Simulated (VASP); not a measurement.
# MgO in VASP: a series of runs

The runs below take MgO through single point, with r2SCAN, HSE06.

Program: VASP 6.6.1. These are calculated values, not measurements. Logs are shortened: lines on timing, memory, paths and dates and some standing lists are left out, and cuts for length are marked.

## (1) The cell of the first run

Symmetry: I-4m2, No. 119, tetragonal system. The conventional cell has a = 3.227 Å, b = 3.227 Å, c = 4.792 Å, α = 90.00°, β = 90.00°, γ = 90.00°. Mg (site symmetry -4m2) has 4 O at 2.01 Å within 2.7 Å. O (site symmetry -4m2) has 4 Mg at 2.01 Å within 2.7 Å.

## (2) Single point, r2SCAN (uniaxial z strain +5.0%)

POSCAR reads:

```
MgO
1.0
    0.0000000000      2.2820056627      2.3961059458
    2.2820056627      0.0000000000      2.3961059458
    2.2820056627      2.2820056627      0.0000000000
Mg O
1 1
Direct
    0.0000000000      0.0000000000      0.0000000000
    0.2500000000      0.2500000000      0.2500000000
```

INCAR.step1 reads:

```
PREC = Accurate
ENCUT = 660
ISMEAR = 0
SIGMA = 0.01
LREAL = False
LASPH = True
NELM = 120
NBANDS = 11
GGA = PE
ALGO = Normal
EDIFF = 1E-5
LWAVE = True
LCHARG = False
GGA_COMPAT = False
```

INCAR.step2 reads:

```
PREC = Accurate
ENCUT = 660
EDIFF = 1E-6
ISMEAR = 0
SIGMA = 0.01
LREAL = False
LASPH = True
NELM = 120
ALGO = Normal
ISIF = 2
LWAVE = False
LCHARG = False
METAGGA = R2SCAN
LMIXTAU = True
NBANDS = 11
ISTART = 1
GGA_COMPAT = False
```

KPOINTS reads:

```
regular mesh
0
Gamma
  10 10 10
```

Potentials or basis: VASP PAW PBE potentials, release 64 (Mg, O).

The run is started by

```bash
> cat potpaw_PBE.64/Mg/POTCAR potpaw_PBE.64/O/POTCAR > POTCAR
> cp INCAR.step1 INCAR
> mpirun -np 1 vasp_std > vasp.out
> cp INCAR.step2 INCAR
> mpirun -np 1 vasp_std > vasp.out
```

OUTCAR:

```text
PREC = Accurate
   ENCUT = 660
   EDIFF = 1E-6
   ISMEAR = 0
   LREAL = False
   LASPH = True
   NELM = 120
   ISIF = 2
   METAGGA = R2SCAN
   ISTART = 1

 ion  position               nearest neighbor table
   1  0.000  0.000  0.000-   2 2.01   2 2.01   2 2.01   2 2.01
   2  0.250  0.250  0.250-   1 2.01   1 2.01   1 2.01   1 2.01

  LATTYP: Found a body centered tetragonal cell.
 ALAT       =     3.2272433576
 C/A-ratio  =     1.4849242405

  Lattice vectors:

 A1 = (  -2.2820056627,   0.0000000000,   2.3961059458)
 A2 = (   2.2820056627,   0.0000000000,   2.3961059458)
 A3 = (   0.0000000000,   2.2820056627,  -2.3961059458)

Analysis of symmetry for initial positions (statically):
=====================================================================
 Subroutine PRICEL returns:
 Original cell was already a primitive cell.

 Routine SETGRP: Setting up the symmetry group for a
 body centered tetragonal supercell.

 Subroutine GETGRP returns: Found  8 space group operations
 (whereof  8 operations were pure point group operations)
 out of a pool of 16 trial point group operations.

The static configuration has the point symmetry D_2d.

Analysis of symmetry for dynamics (positions and initial velocities):
=====================================================================
 Subroutine PRICEL returns:
 Original cell was already a primitive cell.

 Routine SETGRP: Setting up the symmetry group for a
 body centered tetragonal supercell.

 Subroutine GETGRP returns: Found  8 space group operations
 (whereof  8 operations were pure point group operations)
 out of a pool of 16 trial point group operations.

The dynamic configuration has the point symmetry D_2d.

 Subroutine INISYM returns: Found  8 space group operations
 (whereof  8 operations are pure point group operations),
 and found     1 'primitive' translations

----------------------------------------------------------------------------------------

                                     Primitive cell

  volume of cell :      24.9557

  direct lattice vectors                    reciprocal lattice vectors
     0.000000000  2.282005663  2.396105946    -0.219105504  0.219105504  0.208671908
     2.282005663  0.000000000  2.396105946     0.219105504 -0.219105504  0.208671908
     2.282005663  2.282005663  0.000000000     0.219105504  0.219105504 -0.208671908

  length of vectors
     3.308908211  3.308908211  3.227243358     0.373575171  0.373575171  0.373575171

  position of ions in fractional coordinates (direct lattice)
     0.000000000  0.000000000  0.000000000
     0.250000000  0.250000000  0.250000000

[... 81 lines left out ...]
   NFREE  =      0    steps in history (QN), initial steepest desc. (CG)
   ISIF   =      2    stress and relaxation
   ISYM   =      2    0-nonsym 1-usesym 2-fastsym
   POTIM  = 0.5000    time-step for ionic-motion
   TEBEG  =    0.0;   TEEND  =   0.0 temperature during run
   PSTRESS=    0.0 pullay stress
   NELECT =       8.0000    total number of electrons
   NUPDOWN=      -1.0000    fix difference up-down
   EMIN   =  10.00;   EMAX   =-10.00  energy-range for DOS
   EFERMI =   0.00;   METHOD = LEGACY
   ISMEAR =     0;   SIGMA  =   0.01  broadening in eV -4-tet -1-fermi 0-gaus
   EFERMI_NEDOS =   21; number of points for ismear=-14 and -15
   IALGO  =     38    algorithm
   IMIX   =      4    mixing-type and parameters
     AMIX     =   0.40;   BMIX     =  1.00
     AMIX_MAG =   1.60;   BMIX_MAG =  1.00
  volume/ion in A,a.u.               =      12.48        84.20
  Fermi-wavevector in a.u.,A,eV,Ry     =   1.120422  2.117291 17.080016  1.255346
  Thomas-Fermi vector in A             =   2.257068
   LORBIT       =      0    0 simple, 1 ext, 2 COOP (PROOUT), +10 PAW based schemes
   METAGGA = R2SCAN    functional components
   LHFCALC =     F    Hartree Fock is set to
   AEXX    =    0.0000 exact exchange contribution
   IVDW    =     0    specifies the selected vdW correction
   LEPSILON=     F    determine dielectric tensor
   LRPA    =     F    only Hartree local field effects (RPA)
 non-spin polarized calculation
 Gauss-broadening in eV      SIGMA  =   0.01
  energy-cutoff  :      660.00
  volume of cell :       24.96
 maximum number of plane-waves:       976
   NGX = 13   NGY = 13   NGZ = 13

 number of electron       8.0000001 magnetization

 Free energy of the ion-electron system (eV)
  ---------------------------------------------------
  ext. energy  EPLUGINS =         0.00000000
  ---------------------------------------------------
  free energy    TOTEN  =       -15.82800244 eV

  energy without entropy =      -15.82800244  energy(sigma->0) =      -15.82800244

 E-fermi :   0.3163     XC(G=0):  -9.9457

 val. band max:        0.1770099457   @ k =  -0.1000   0.1000   0.0000
 cond. band min:       4.1574122972   @ k =   0.0000   0.0000   0.0000
 fundamental gap:      3.9804023516
 Fermi energy:         0.3163414110

 k-point     1 :       0.0000    0.0000    0.0000
  band No.  band energies     occupation
      1     -16.5717      2.00000
      2       0.0511      2.00000
      3       0.1661      2.00000
      4       0.1661      2.00000
      5       4.1574      0.00000
      6      17.4968      0.00000
      7      17.4968      0.00000
      8      17.5308      0.00000
      9      20.1009      0.00000
     10      20.1559      0.00000
     11      21.5559      0.00000
[... 309 lines left out ...]
 k-point    24 :       0.4000    0.3000    0.0000
  band No.  band energies     occupation
      1     -16.0030      2.00000
      2      -2.1182      2.00000
      3      -0.4611      2.00000
      4      -0.3076      2.00000
      5       7.4088      0.00000
      6      12.1050      0.00000
      7      14.6019      0.00000
      8      17.3604      0.00000
      9      17.7079      0.00000
     10      23.6119      0.00000
     11      24.7783      0.00000

 [... further k-points ...]
[... 5 lines left out ...]
  --------------------------------------------------------------------------------------
  -------------------------------------------------------------------------------------
  Total       -0.8507668     -0.8507668     -1.3243231      0.0000000      0.0000000      0.0000000
  in kB      -54.6199997    -54.6199997    -85.0227408      0.0000000      0.0000000      0.0000000
  external PRESSURE =     -64.7542468 kB  Pullay stress =       0.0000000 kB

 VOLUME and BASIS-vectors are now :
 -----------------------------------------------------------------------------
  energy-cutoff  :      660.00
  volume of cell :       24.96
      direct lattice vectors                 reciprocal lattice vectors
     0.000000000  2.282005663  2.396105946    -0.219105504  0.219105504  0.208671908
     2.282005663  0.000000000  2.396105946     0.219105504 -0.219105504  0.208671908
     2.282005663  2.282005663  0.000000000     0.219105504  0.219105504 -0.208671908

 POSITION                                       TOTAL-FORCE (eV/Angst)
 -----------------------------------------------------------------------------------
      0.00000      0.00000      0.00000        -0.000000     -0.000000      0.000000
      1.14100      1.14100      1.19805         0.000000      0.000000      0.000000
 -----------------------------------------------------------------------------------
    total drift:                                0.000000      0.000000      0.000000

  FREE ENERGIE OF THE ION-ELECTRON SYSTEM (eV)
  ---------------------------------------------------
  free  energy   TOTEN  =       -15.8280024437 eV

  energy  without entropy=      -15.8280024437  energy(sigma->0) =      -15.82800244
```

OUTCAR.step1:

```text
PREC = Accurate
   ENCUT = 660
   ISMEAR = 0
   LREAL = False
   LASPH = True
[... 558 lines left out ...]
      0.00000      0.00000      0.00000         0.000000     -0.000000      0.000000
      1.14100      1.14100      1.19805        -0.000000      0.000000      0.000000
 -----------------------------------------------------------------------------------
    total drift:                               -0.000000     -0.000000      0.000000

  FREE ENERGIE OF THE ION-ELECTRON SYSTEM (eV)
  ---------------------------------------------------
  free  energy   TOTEN  =       -11.6965548382 eV

  energy  without entropy=      -11.6965548382  energy(sigma->0) =      -11.69655484
```

Wall time 62 s (1 thread of Intel Xeon 6975P-C (Granite Rapids), shared host); peak memory 0.19 GiB.

What came out:

* Free energy: -15.8280 eV
* Pressure: -6.5 GPa
* Band gap on the k mesh: 3.98 eV, indirect (least direct gap 3.99 eV)

Stress tensor (GPa, compression positive):
```
-5.46  0.00  0.00
 0.00 -5.46  0.00
 0.00  0.00 -8.50
```

Caveat: the cell differs from its parent crystal (uniaxial z strain +5.0%); the PAW data sets were made with another functional, which shifts forces and pressure a little. A k mesh can miss the band edges.

## (3) Single point, r2SCAN (epitaxial 111 strain +4.0%)

POSCAR reads:

```
MgO
1.0
   -0.0943766280      2.2789092612      2.2789092612
    2.2789092612     -0.0943766280      2.2789092612
    2.2789092612      2.2789092612     -0.0943766280
Mg O
1 1
Direct
   -0.0035052988     -0.0035052988     -0.0035052988
    0.2535052988      0.2535052988      0.2535052988
```

INCAR.step1 reads:

```
SYSTEM = MgO
PREC = Accurate ; ENCUT = 660
ISMEAR = 0 ; SIGMA = 0.01
LREAL = .FALSE. ; LASPH = .TRUE.
NELM = 120 ; NBANDS = 11
GGA = PE ; ALGO = Normal
EDIFF = 1E-5 ; LWAVE = .TRUE.
LCHARG = .FALSE. ; GGA_COMPAT = .FALSE.
```

INCAR.step2 reads:

```
SYSTEM = MgO
PREC = Accurate ; ENCUT = 660
EDIFF = 1E-6 ; ISMEAR = 0
SIGMA = 0.01 ; LREAL = .FALSE.
LASPH = .TRUE. ; NELM = 120
ALGO = Normal ; ISIF = 2
LWAVE = .FALSE. ; LCHARG = .FALSE.
METAGGA = R2SCAN ; LMIXTAU = .TRUE.
NBANDS = 11 ; ISTART = 1
GGA_COMPAT = .FALSE.
```

KPOINTS reads:

```
Automatic mesh
0
G
  10 10 10
  0 0 0
```

Potentials or basis: VASP PAW PBE potentials, release 64 (Mg, O).

The run is started by

```bash
> cat potpaw_PBE.64/Mg/POTCAR potpaw_PBE.64/O/POTCAR > POTCAR
> cp INCAR.step1 INCAR
> mpirun -np 1 vasp_std > vasp.out
> cp INCAR.step2 INCAR
> mpirun -np 1 vasp_std > vasp.out
```

Wall time 60 s (1 thread of Intel Xeon 6975P-C (Granite Rapids), shared host); peak memory 0.19 GiB.

Results (log left out):

```yaml
Free_energy: -15.7955 eV
Pressure: -7.2 GPa
Band_gap_on_the_k_mesh: 3.76 eV, direct
```

Stress tensor (GPa, compression positive):
```
-7.19  3.24  3.24
 3.24 -7.19  3.24
 3.24  3.24 -7.19
```

Levels at points of the mesh, in eV from the valence-band top:
| k point | band 1 | band 2 | band 3 | band 4 | band 5 | band 6 | band 7 | band 8 | band 9 |
| --- | --- | --- | --- | --- | --- | --- | --- | --- | --- |
| (0.00, 0.00, 0.00) | -16.87 | -0.28 | -0.28 | 0.00 | 3.76 | 16.55 | 16.55 | 18.25 | 20.19 |
| (0.50, 0.00, 0.00) | -16.32 | -3.11 | -0.39 | -0.24 | 8.99 | 9.78 | 14.69 | 15.61 | 19.96 |
| (0.50, 0.50, 0.00) | -16.13 | -2.57 | -1.07 | -0.75 | 6.56 | 11.96 | 14.30 | 16.53 | 17.32 |
| (0.50, 0.50, 0.50) | -16.22 | -2.93 | -0.53 | -0.53 | 8.99 | 10.09 | 14.27 | 14.27 | 19.72 |

Caveat: the cell differs from its parent crystal (epitaxial 111 strain +4.0%); the PAW data sets were made with another functional, which shifts forces and pressure a little.

(Part 1 of 2 ends here.)
